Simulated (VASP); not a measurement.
# TiO2 (I4_1/amd) in VASP: relaxation of shape and atoms at fixed volume with PBE

Aim: the relaxation of shape and atoms at fixed volume of TiO2 with PBE.

Program: VASP 6.6.1. These are calculated values, not measurements. Logs are shortened: lines on timing, memory, paths and dates and some standing lists are left out, and cuts for length are marked.

### Step 1. The cell of the first run

Symmetry: I4_1/amd, No. 141, tetragonal system. Conventional cell: a = 3.894 Å, b = 3.894 Å, c = 10.152 Å, α = 90.00°, β = 90.00°, γ = 90.00°. Ti (site symmetry -4m2) has 6 O at 2.01 to 2.06 Å within 2.7 Å. O (site symmetry 2mm) has 3 Ti at 2.01 to 2.06 Å and 2 O at 2.51 Å within 2.7 Å.

### Step 2. Relaxation of shape and atoms at fixed volume, PBE (12.83 Å³/atom)

File INCAR:

```
PREC = Accurate
ENCUT = 600
EDIFF = 1E-6
ISMEAR = 0
SIGMA = 0.02
LREAL = False
LASPH = True
NELM = 80
ALGO = Normal
ISIF = 4
LWAVE = False
LCHARG = False
GGA = PE
IBRION = 2
NSW = 50
EDIFFG = -0.01
```

File KPOINTS:

```
regular mesh
0
Gamma
  10 10 10
```

File POSCAR:

```
TiO2
1.0
   -1.9471865194      1.9471865194      5.0759075283
    1.9471865194     -1.9471865194      5.0759075283
    1.9471865194      1.9471865194     -5.0759075283
Ti O
2 4
Direct
    0.0000000000      0.0000000000      0.0000000000
    0.7500000000      0.2500000000      0.5000000000
    0.2027909983      0.2027909983      0.0000000000
    0.9527909983      0.4527909983      0.5000000000
    0.5472090017      0.0472090017      0.5000000000
    0.7972090017      0.7972090017      0.0000000000
```

Potentials or basis: VASP PAW PBE potentials, release 64 (Ti_sv, O).

Launch:

```console
> cat potpaw_PBE.64/Ti_sv/POTCAR potpaw_PBE.64/O/POTCAR > POTCAR
> mpirun -np 1 vasp_std > vasp.out
```

OUTCAR:

```text
PREC = Accurate
   ENCUT = 600
   EDIFF = 1E-6
   ISMEAR = 0
   LREAL = False
   LASPH = True
   NELM = 80
   ISIF = 4
   GGA = PE
   IBRION = 2
   NSW = 50
   EDIFFG = -0.01

 ion  position               nearest neighbor table
   1  0.000  0.000  0.000-   5 2.01   4 2.01   5 2.01   4 2.01   3 2.06   6 2.06
   2  0.750  0.250  0.500-   6 2.01   3 2.01   6 2.01   3 2.01   4 2.06   5 2.06
   3  0.203  0.203  0.000-   2 2.01   2 2.01   1 2.06
   4  0.953  0.453  0.500-   1 2.01   1 2.01   2 2.06
   5  0.547  0.047  0.500-   1 2.01   1 2.01   2 2.06
   6  0.797  0.797  0.000-   2 2.01   2 2.01   1 2.06

  LATTYP: Found a body centered tetragonal cell.
 ALAT       =     3.8943730388
 C/A-ratio  =     2.6067906067

  Lattice vectors:

 A1 = (  -1.9471865194,   1.9471865194,   5.0759075283)
 A2 = (   1.9471865194,  -1.9471865194,   5.0759075283)
 A3 = (   1.9471865194,   1.9471865194,  -5.0759075283)

Analysis of symmetry for initial positions (statically):
=====================================================================
 Subroutine PRICEL returns:
 Original cell was already a primitive cell.

 Routine SETGRP: Setting up the symmetry group for a
 body centered tetragonal supercell.

 Subroutine GETGRP returns: Found 16 space group operations
 (whereof  8 operations were pure point group operations)
 out of a pool of 16 trial point group operations.

The static configuration has the point symmetry D_2d.
 The point group associated with its full space group is D_4h.

Analysis of symmetry for dynamics (positions and initial velocities):
=====================================================================
 Subroutine PRICEL returns:
 Original cell was already a primitive cell.

 Routine SETGRP: Setting up the symmetry group for a
 body centered tetragonal supercell.

 Subroutine GETGRP returns: Found 16 space group operations
 (whereof  8 operations were pure point group operations)
 out of a pool of 16 trial point group operations.

The dynamic configuration has the point symmetry D_2d.
 The point group associated with its full space group is D_4h.

 Subroutine INISYM returns: Found 16 space group operations
 (whereof  8 operations are pure point group operations),
 and found     1 'primitive' translations

----------------------------------------------------------------------------------------

                                     Primitive cell

  volume of cell :      76.9819

  direct lattice vectors                    reciprocal lattice vectors
    -1.947186519  1.947186519  5.075907528     0.000000000  0.256780742  0.098504553
     1.947186519 -1.947186519  5.075907528     0.256780742  0.000000000  0.098504553
     1.947186519  1.947186519 -5.075907528     0.256780742  0.256780742  0.000000000

  length of vectors
     5.774764750  5.774764750  5.774764750     0.275026356  0.275026356  0.363142808

  position of ions in fractional coordinates (direct lattice)
     0.000000000  0.000000000  0.000000000
     0.750000000  0.250000000  0.500000000
     0.202790998  0.202790998  0.000000000
     0.952790998  0.452790998  0.500000000
     0.547209002  0.047209002  0.500000000
     0.797209002  0.797209002  0.000000000

  ion indices of the primitive-cell ions
   primitive index   ion index
                 1           1
                 2           2
                 3           3
                 4           4
                 5           5
                 6           6

----------------------------------------------------------------------------------------

 KPOINTS: regular mesh

Automatic generation of k-mesh.
 Grid dimensions read from file:
 generate k-points for:   10   10   10

 Generating k-lattice:

  Cartesian coordinates                     Fractional coordinates (reciprocal lattice)
     0.000000000  0.025678074  0.009850455     0.100000000  0.000000000 -0.000000000
     0.025678074  0.000000000  0.009850455     0.000000000  0.100000000 -0.000000000
     0.025678074  0.025678074  0.000000000     0.000000000  0.000000000  0.100000000

  Length of vectors
     0.027502636  0.027502636  0.036314281

  Shift w.r.t. Gamma in fractional coordinates (k-lattice)
     0.000000000  0.000000000  0.000000000

 Subroutine IBZKPT returns following result:
 ===========================================

 Found    102 irreducible k-points:

 Following reciprocal coordinates:
            Coordinates               Weight
  0.000000  0.000000  0.000000      1.000000
  0.100000  0.000000 -0.000000      8.000000
  0.200000  0.000000 -0.000000      8.000000
  0.300000  0.000000  0.000000      8.000000
  0.400000  0.000000  0.000000      8.000000
  0.500000  0.000000  0.000000      4.000000
[... 16 lines left out ...]
  0.300000  0.300000  0.000000      8.000000
  0.400000  0.300000  0.000000     16.000000
 [... further k-points ...]
   k-points           NKPTS =    102   k-points in BZ     NKDIM =    102   number of bands    NBANDS=     28
   number of dos      NEDOS =    301   number of ions     NIONS =      6
   total plane-waves  NPLWV = 110592
   dimension x,y,z NGX =    48 NGY =   48 NGZ =   48
   dimension x,y,z NGXF=    96 NGYF=   96 NGZF=   96
   ions per type =               2   4
   NGX,Y,Z   is equivalent  to a cutoff of  13.82, 13.82, 13.82 a.u.
   NGXF,Y,Z  is equivalent  to a cutoff of  27.64, 27.64, 27.64 a.u.
 SYSTEM =  unknown system
   PREC   = accura    normal or accurate (medium, high low for compatibility)
   ISTART =      0    job   : 0-new  1-cont  2-samecut
   ICHARG =      2    charge: 1-file 2-atom 10-const
   ISPIN  =      1    spin polarized calculation?
   LNONCOLLINEAR =      F non collinear calculations
   LSORBIT =      F    spin-orbit coupling
   LASPH  =      T    aspherical Exc in radial PAW
   ENCUT  =  600.0 eV  44.10 Ry    6.64 a.u.  11.53 11.53 11.53*2*pi/ulx,y,z
   NELM   =     80;   NELMIN=  2; NELMDL= -5     # of ELM steps
   EDIFF  = 0.1E-05   stopping-criterion for ELM
   LREAL  =      F    real-space projection
   EDIFFG = -.1E-01   stopping-criterion for IOM
   NSW    =     50    number of steps for IOM
   IBRION =      2    ionic relax: 0-MD 1-quasi-New 2-CG
   NFREE  =      1    steps in history (QN), initial steepest desc. (CG)
   ISIF   =      4    stress and relaxation
   ISYM   =      2    0-nonsym 1-usesym 2-fastsym
   POTIM  = 0.5000    time-step for ionic-motion
   TEBEG  =    0.0;   TEEND  =   0.0 temperature during run
   PSTRESS=    0.0 pullay stress
   NELECT =      48.0000    total number of electrons
   NUPDOWN=      -1.0000    fix difference up-down
   EMIN   =  10.00;   EMAX   =-10.00  energy-range for DOS
   EFERMI =   0.00;   METHOD = LEGACY
   ISMEAR =     0;   SIGMA  =   0.02  broadening in eV -4-tet -1-fermi 0-gaus
   EFERMI_NEDOS =   21; number of points for ismear=-14 and -15
   IALGO  =     38    algorithm
   IMIX   =      4    mixing-type and parameters
     AMIX     =   0.40;   BMIX     =  1.00
     AMIX_MAG =   1.60;   BMIX_MAG =  1.00
  volume/ion in A,a.u.               =      12.83        86.58
  Fermi-wavevector in a.u.,A,eV,Ry     =   1.398596  2.642963 26.613962  1.956071
  Thomas-Fermi vector in A             =   2.521739
   LORBIT       =      0    0 simple, 1 ext, 2 COOP (PROOUT), +10 PAW based schemes
   GGA     = PE    functional components
   LHFCALC =     F    Hartree Fock is set to
   AEXX    =    0.0000 exact exchange contribution
   IVDW    =     0    specifies the selected vdW correction
   LEPSILON=     F    determine dielectric tensor
   LRPA    =     F    only Hartree local field effects (RPA)
 conjugate gradient relaxation of ions
 non-spin polarized calculation
 Gauss-broadening in eV      SIGMA  =   0.02
  energy-cutoff  :      600.00
  volume of cell :       76.98
 maximum number of plane-waves:      2587
 NGX is ok and might be reduce to    48
   NGX = 23   NGY = 23   NGZ = 23

--------------------------------------- Ionic step        1  -------------------------------------------

 number of electron      47.9999995 magnetization

 Free energy of the ion-electron system (eV)
  ---------------------------------------------------
  ext. energy  EPLUGINS =         0.00000000
  ---------------------------------------------------
  free energy    TOTEN  =       -53.56799058 eV

  energy without entropy =      -53.56799058  energy(sigma->0) =      -53.56799058

------------------------ aborting loop because EDIFF is reached ----------------------------------------

  FORCE on cell =-STRESS in cart. coord.  units (eV):
  Direction    XX          YY          ZZ          XY          YZ          ZX
  --------------------------------------------------------------------------------------
  -------------------------------------------------------------------------------------
  Total       -6.8831416     -6.8831416     -7.0497779      0.0000000      0.0000000      0.0000000
  in kB     -143.2545698   -143.2545698   -146.7226673      0.0000000      0.0000000      0.0000000
  external PRESSURE =    -144.4106023 kB  Pullay stress =       0.0000000 kB
[... 145 lines left out ...]
  energy  without entropy=      -53.5721272706  energy(sigma->0) =      -53.57212727

--------------------------------------- Ionic step        5  -------------------------------------------

 number of electron      48.0000002 magnetization

 Free energy of the ion-electron system (eV)
  ---------------------------------------------------
  ext. energy  EPLUGINS =         0.00000000
  ---------------------------------------------------
  free energy    TOTEN  =       -53.57293207 eV

  energy without entropy =      -53.57293207  energy(sigma->0) =      -53.57293207

 E-fermi :   2.5140     XC(G=0): -10.0963

 val. band max:        2.2741744897   @ k =   0.5000   0.5000   0.5000
 cond. band min:       4.3372675815   @ k =   0.0000   0.0000   0.0000
 fundamental gap:      2.0630930918
 Fermi energy:         2.5139799478

 k-point     1 :       0.0000    0.0000    0.0000
  band No.  band energies     occupation
      1     -54.4138      2.00000
      2     -54.3840      2.00000
      3     -30.7375      2.00000
      4     -30.5806      2.00000
      5     -30.5806      2.00000
      6     -30.5421      2.00000
[... 733 lines left out ...]
     27       5.3083      0.00000
     28       5.5276      0.00000

 [... further k-points ...]

------------------------ aborting loop because EDIFF is reached ----------------------------------------

  FORCE on cell =-STRESS in cart. coord.  units (eV):
  Direction    XX          YY          ZZ          XY          YZ          ZX
  --------------------------------------------------------------------------------------
  -------------------------------------------------------------------------------------
  Total       -6.6763869     -6.6763869     -6.6577084      0.0000000      0.0000000      0.0000000
  in kB     -138.9515130   -138.9515130   -138.5627691      0.0000000      0.0000000      0.0000000
  external PRESSURE =    -138.8219317 kB  Pullay stress =       0.0000000 kB
[... 21 lines left out ...]
  FREE ENERGIE OF THE ION-ELECTRON SYSTEM (eV)
  ---------------------------------------------------
  free  energy   TOTEN  =       -53.5729320691 eV

  energy  without entropy=      -53.5729320691  energy(sigma->0) =      -53.57293207

 reached required accuracy - stopping structural energy minimisation
```

Wall time 23 min (1 thread of Intel Xeon 8259CL, shared host); peak memory 0.49 GiB.

What came out:

```yaml
Free_energy: -53.5729 eV
Energy_gained_by_relaxing: 0.8 meV/atom
Ionic_steps: 5
Pressure_after_relaxing: -13.9 GPa
Largest_force_after_relaxing: 0.006 eV/Å
Band_gap_on_the_k_mesh: 2.06 eV (least direct gap 2.23 eV)
```

Forces in eV/Å, atoms in the order of the input:
```
Ti   0.000  0.000  0.000
Ti   0.000  0.000  0.000
O    0.000  0.000  0.006
O    0.000  0.000  0.006
O    0.000  0.000 -0.006
O    0.000  0.000 -0.006
```

The path:
| step | energy change (eV) | largest force (eV/Å) | pressure (GPa) | volume (Å³) |
| --- | --- | --- | --- | --- |
| 1 | 0.0000 | 0.1504 | -14.44 | 76.98 |
| 2 | -0.0030 | 0.0582 | -14.16 | 76.98 |
| 3 | -0.0034 | 0.0090 | -14.01 | 76.98 |
| 4 | -0.0041 | 0.0052 | -13.97 | 76.98 |
| 5 | -0.0049 | 0.0065 | -13.88 | 76.98 |

Final structure:
```cif
data_structure
_symmetry_space_group_name_H-M 'P 1'
_symmetry_Int_Tables_number 1
_cell_length_a 5.7977
_cell_length_b 5.7977
_cell_length_c 5.7977
_cell_angle_alpha 140.873
_cell_angle_beta 140.873
_cell_angle_gamma 56.530
_cell_volume 76.98
loop_
_atom_site_label
_atom_site_type_symbol
_atom_site_fract_x
_atom_site_fract_y
_atom_site_fract_z
_atom_site_occupancy
Ti1 Ti 0.00000 0.00000 0.00000 1
Ti2 Ti 0.75000 0.25000 0.50000 1
O1 O 0.20099 0.20099 0.00000 1
O2 O 0.95099 0.45099 0.50000 1
O3 O 0.54901 0.04901 0.50000 1
O4 O 0.79901 0.79901 0.00000 1
```

A k mesh can miss the band edges.
